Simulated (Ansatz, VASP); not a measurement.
One calculation of C, two programs

Contents of POSCAR:

```
C
1.0
    0.0000000000      1.7469644787      1.7469644787
    1.7469644787      0.0000000000      1.7469644787
    1.7469644787      1.7469644787      0.0000000000
C
2
Direct
    0.7500000000      0.7500000000      0.7500000000
    0.5000000000      0.5000000000      0.5000000000
```

Contents of INCAR.step1:

```
PREC = Accurate
ENCUT = 520
EDIFF = 1E-5
ISMEAR = -1
SIGMA = 0.05
LREAL = False
LASPH = True
NELM = 60
ALGO = Normal
ISIF = 2
LWAVE = True
LCHARG = False
NBANDS = 11
GGA = PE
```

The input INCAR.step2:

```
PREC = Accurate
ENCUT = 520
EDIFF = 1E-7
ISMEAR = -1
SIGMA = 0.05
LREAL = False
LASPH = True
NELM = 60
ALGO = Normal
ISIF = 2
LWAVE = False
LCHARG = False
GGA = B3
LHFCALC = True
AEXX = 0.2
AGGAX = 0.72
AGGAC = 0.81
ALDAC = 0.19
PRECFOCK = Normal
NBANDS = 11
ISTART = 1
```

File KPOINTS:

```
regular mesh
0
Gamma
  7 7 7
```

The input input.yaml:

```yaml
crystal:
  lattice:
    - [0.0, 1.7469644787, 1.7469644787]
    - [1.7469644787, 0.0, 1.7469644787]
    - [1.7469644787, 1.7469644787, 0.0]
  atoms:
    - { symbol: C, position: [0.75, 0.75, 0.75] }
    - { symbol: C, position: [0.5, 0.5, 0.5] }
hamiltonian:
  xc: b3lyp
  pseudopotentials: { kind: paw }
kpoints:
  mp_grid: { grid: [7, 7, 7] }
scf:
  occupations: { method: fermi_dirac, width: 0.05 }
output:
  forces: true
  stress: true
  eigenvalues: true
```

Alike in both runs: task single point; functional B3LYP; k mesh 7 × 7 × 7; occupations fermi-dirac, width 0.05 eV; no spin polarisation.

|  | VASP | Ansatz |
| --- | --- | --- |
| version | VASP 6.6.1 | Ansatz 0.2.0 |
| potentials or method | VASP PAW PBE potentials, release 64 (C) | Ansatz PAW |
| plane-wave cutoff (eV) | 520 | 420 |
| valence electrons in the cell | 8 | 8 |

```csv
,VASP,Ansatz,Ansatz less VASP
gap on the k mesh at the Fermi level (eV),6.32,6.30,-0.021
least direct gap on the mesh (eV),7.66,7.63,-0.032
```

VASP's potentials were made for PBE, not for B3LYP.

The k mesh is coarse, so the values compare programs but aren't converged. Noted on Ansatz's run: Pulay correction over one GPa; odd divisions of the mesh miss points on the zone boundary, where band edges often lie, so the gap on the mesh can be too wide.
